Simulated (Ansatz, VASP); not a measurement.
One calculation of C, two programs

File INCAR:

```
SYSTEM = C
  PREC = Accurate
  ENCUT = 600
  EDIFF = 1E-6
  ISMEAR = -1
  SIGMA = 0.05
  LREAL = .False.
  LASPH = .True.
  NELM = 100
  ALGO = Normal
  ISIF = 3
  LWAVE = .False.
  LCHARG = .False.
  GGA = CA
  IBRION = 2
  NSW = 80
  EDIFFG = -0.005
```

The input KPOINTS:

```
regular mesh
0
Gamma
  13 13 13
  0 0 0
```

POSCAR

```
C
1.0
    0.0000000000      1.7833700000      1.7833700000
    1.7833700000      0.0000000000      1.7833700000
    1.7833700000      1.7833700000      0.0000000000
C
2
Direct
    0.7500000000      0.7500000000      0.7500000000
    0.5000000000      0.5000000000      0.5000000000
```

File input.yaml:

```yaml
crystal:
  lattice:
    - [0.0, 1.78337, 1.78337]
    - [1.78337, 0.0, 1.78337]
    - [1.78337, 1.78337, 0.0]
  atoms:
    - { symbol: C, position: [0.75, 0.75, 0.75] }
    - { symbol: C, position: [0.5, 0.5, 0.5] }
kpoints:
  mp_grid: { grid: [13, 13, 13] }
scf:
  occupations: { method: fermi_dirac, width: 0.05 }
hamiltonian:
  xc: lda
  pseudopotentials: { kind: all_electron, lapw: { basis_error: 0.001 } }
output:
  forces: true
  stress: true
relax:
  f_tol: 0.005
  max_steps: 60
  cell: {}
```

Alike in both runs: task relaxation of cell and atoms; functional LDA; k mesh 13 × 13 × 13; occupations fermi-dirac, width 0.05 eV; no spin polarisation.

```csv
,VASP,Ansatz
version,VASP 6.6.1,Ansatz 0.2.0
potentials or method,"VASP PAW LDA potentials, release 64 (C), cutoff 600 eV","all-electron LAPW, scalar-relativistic"
```

|  | VASP | Ansatz | Ansatz less VASP |
| --- | --- | --- | --- |
| relaxed volume (Å³/atom) | 5.52 | 5.51 | -0.009 |
| relaxed cell length with the largest relative difference (Å) | 2.499 | 2.498 | -0.0013 |

LDA's correlation is that of Perdew and Zunger in VASP and of Perdew and Wang (1992) in Ansatz. Ansatz ran all-electron here, and VASP with PAW potentials.
